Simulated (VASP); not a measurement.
Input of a VASP 6.6.1 run:

INCAR

```
SYSTEM = La2NbO3
ALGO = Normal
EDIFF = 1E-6
ENCUT = 520
GGA = PE
ISIF = 2
ISMEAR = 0
ISPIN = 2
LASPH = .TRUE.
LCHARG = .FALSE.
LMAXMIX = 6
LORBIT = 11
LREAL = .FALSE.
LWAVE = .FALSE.
MAGMOM = 0 0 0 0 0 0
NBANDS = 40
NELM = 150
PREC = Accurate
SIGMA = 0.1
```

KPOINTS

```
k-points
0
G
  6 6 2
  0 0 0
```

Contents of POSCAR:

```
La2NbO3
1.0
    3.2859886716      0.0000000000      0.0000000000
    0.0000000000      3.2859886716      0.0000000000
    0.0000000000      0.0000000000      9.3357143338
La Nb O
2 1 3
Direct
    0.0000000000      0.5000000000      0.6729546914
    0.5000000000      0.0000000000      0.3270453086
    0.0000000000      0.0000000000      0.0000000000
    0.5000000000      0.5000000000      0.0000000000
    0.0000000000      0.5000000000      0.3988201418
    0.5000000000      0.0000000000      0.6011798582
```

Potentials or basis: VASP PAW PBE potentials, release 64 (La, Nb_sv, O).

Run with:

```console
$ cat potpaw_PBE.64/La/POTCAR potpaw_PBE.64/Nb_sv/POTCAR potpaw_PBE.64/O/POTCAR > POTCAR
$ mpirun -np 1 vasp_std > vasp.out
```

(1) What does it give for the largest force?

(2) Estimate the pressure.

Answers

(1) 0.020 eV/Å.

(2) -0.2 GPa.
